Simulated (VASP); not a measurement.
Set up this calculation in VASP 6.6.1, as the native input.

| Item | Value |
| --- | --- |
| Task | single point |
| Functional | PBE |
| Potentials or basis | VASP PAW PBE potentials, release 64 (Ti_sv) |
| Cutoff | 500 eV |
| k mesh | 12 × 12 × 14 |
| Occupations | gaussian, width 0.15 eV |
| Spin | no spin polarisation |
| Dipole correction | no |
| Further INCAR settings | ALGO = Normal; EDIFF = 1e-06; NBANDS = 25 |

The structure of Ti lies in POSCAR:

```
Ti
1.0
    4.5026278307      0.0000000000      0.0000000000
   -2.2513139154      3.8993900852      0.0000000000
    0.0000000000      0.0000000000      2.7844711468
Ti
3
Direct
   -0.0190008318     -0.0380016635      0.0000000000
    0.3428337492      0.6856674984      0.5000000000
    0.6761670825      0.3523341651      0.5000000000
```

One way to write it, as run:

INCAR

```
SYSTEM = Ti
PREC     = Accurate       ! precision mode
ENCUT    = 500            ! plane-wave cutoff, eV
EDIFF    = 1E-6           ! SCF threshold, eV
ISMEAR   = 0              ! smearing method
SIGMA    = 0.15           ! smearing width, eV
LREAL    = .False.        ! projectors in reciprocal space
LASPH    = .True.         ! aspherical terms in the spheres
NELM     = 120            ! most SCF steps
ALGO     = Normal         ! electronic algorithm
ISIF     = 2              ! what is computed and relaxed
LWAVE    = .False.        ! write WAVECAR
LCHARG   = .False.        ! write CHGCAR
GGA      = PE             ! functional
NBANDS   = 25             ! bands
GGA_COMPAT= .False.
```

KPOINTS

```
regular mesh
0
Gamma
  12 12 14
  0 0 0
```

Potentials or basis: VASP PAW PBE potentials, release 64 (Ti_sv).

Run with:

```console
$ cat potpaw_PBE.64/Ti_sv/POTCAR > POTCAR
$ mpirun -np 1 vasp_std > vasp.out
```

It gave:

| Item | Value |
| --- | --- |
| Pressure | 7.3 GPa |
| Largest force | 1.099 eV/Å |
| Band gap on the k mesh | zero (band 18 reaches 9.17 eV, above the bottom of band 19 at 8.78 eV) |

Caveat: forces of over 1 eV/Å act on the atoms, so gaps and moduli don't describe the material at rest.

Run time: 2.7 min on 1 thread of Intel(R) Xeon(R) 6975P-C (Granite Rapids), on a shared host, peak memory 0.39 GiB.
